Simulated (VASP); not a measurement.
Wanted: the native input for a VASP 6.6.1 run.

| Property | Result |
| --- | --- |
| Task | single point |
| Functional | PBEsol |
| Potentials or basis | VASP PAW PBE potentials, release 64 (Mn_pv, S) |
| Cutoff | 520 eV |
| k mesh | 16 × 16 × 16 |
| Occupations | gaussian, width 0.15 eV |
| Spin | collinear spin, ferromagnetic start |
| Starting moments | [2.625, 0.0] μB |
| Fixed moment | 2.625 μB |
| Dipole correction | no |
| Further INCAR settings | ALGO = Normal; EDIFF = 1e-07; NBANDS = 20 |

The structure of MnS lies in POSCAR:

```
MnS
1.0
    0.0000000000      2.7322137930      2.7322137930
    2.7322137930      0.0000000000      2.7322137930
    2.7322137930      2.7322137930      0.0000000000
Mn S
1 1
Direct
    0.0000000000      0.0000000000      0.0000000000
    0.7500000000      0.7500000000      0.7500000000
```

The input as run:

INCAR

```
SYSTEM = MnS
PREC     = Accurate       ! precision mode
ENCUT    = 520            ! plane-wave cutoff, eV
EDIFF    = 1E-7           ! SCF threshold, eV
ISMEAR   = 0              ! smearing method
SIGMA    = 0.15           ! smearing width, eV
LREAL    = .FALSE.        ! projectors in reciprocal space
LASPH    = .TRUE.         ! aspherical terms in the spheres
NELM     = 150            ! most SCF steps
ALGO     = Normal         ! electronic algorithm
ISIF     = 2              ! what is computed and relaxed
LWAVE    = .FALSE.        ! write WAVECAR
LCHARG   = .FALSE.        ! write CHGCAR
ISPIN    = 2              ! spin polarisation
MAGMOM   = 2.625 0        ! initial moments
LORBIT   = 11             ! projections on sites
NUPDOWN  = 2.625          ! fixed moment
LMAXMIX  = 4              ! l up to which the mixer works
GGA      = PS             ! functional
NBANDS   = 20             ! bands
```

KPOINTS

```
Automatic mesh
0
G
  16 16 16
  0 0 0
```

Potentials or basis: VASP PAW PBE potentials, release 64 (Mn_pv, S).

Launch:

```sh
$ cat potpaw_PBE.64/Mn_pv/POTCAR potpaw_PBE.64/S/POTCAR > POTCAR
$ mpirun -np 1 vasp_std > vasp.out
```

It gave:

```json
{
 "Pressure": "-14.9 GPa",
 "Net moment": "2.63 μB per cell",
 "Site moments": "Mn +2.61; S -0.10 μB",
 "Valence electrons inside the program's atomic spheres": "Mn 11.53; S 3.64"
}
```

Caveat: the cell stands under tension; the PAW data sets were made with another functional, which shifts forces and pressure a little; the total moment is fixed, so each spin has its own Fermi level and the state may be an excited one; a cell with one magnetic atom can't hold antiferromagnetic order, which such compounds often take.

Run time: 2.5 min on 1 thread of AMD EPYC 9R45 96-Core Processor (Zen 5) (shared host), peak memory 0.28 GiB.
